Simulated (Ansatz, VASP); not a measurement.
Ti5Si: VASP beside Ansatz

```
CELL_PARAMETERS angstrom
2.52284 1.45656 4.44090
-2.52284 1.45656 4.44090
0.00000 -2.91312 4.44090
ATOMIC_POSITIONS crystal
Ti 0.15144 0.15144 0.15144
Ti 0.60535 0.39465 0.00000
Ti 0.00000 0.60535 0.39465
Ti 0.84856 0.84856 0.84856
Ti 0.39465 0.00000 0.60535
Si 0.50000 0.50000 0.50000
```

Alike in both runs: task single point; functional PBEsol; k mesh 12 × 12 × 12; occupations methfessel-paxton of order 1, width 0.2 eV; no spin polarisation.

|  | VASP | Ansatz |
| --- | --- | --- |
| version | VASP 6.6.1 | Ansatz 0.2.0 |
| potentials or method | VASP PAW PBE potentials, release 64 (Ti_sv, Si), cutoff 520 eV | scalar-relativistic, plane waves, PAW |
| valence electrons in the cell | 64 | 64 |

```tsv
	VASP	Ansatz	Ansatz less VASP
gap on the k mesh at the Fermi level (eV)	none	none	-
pressure (GPa)	-4.5	-4.4	+0.08
traceless stress, the component that is largest in VASP (GPa)	-0.04	-0.05	-0.016
rms of the force components (eV/Å)	0.030	0.031	+0.0003
```

VASP's potentials were made for PBE, not for PBEsol. Atom by atom the forces differ by 0.000 eV/Å (rms over components). A gap of «none» marks a metal or a gap that the smearing closes.
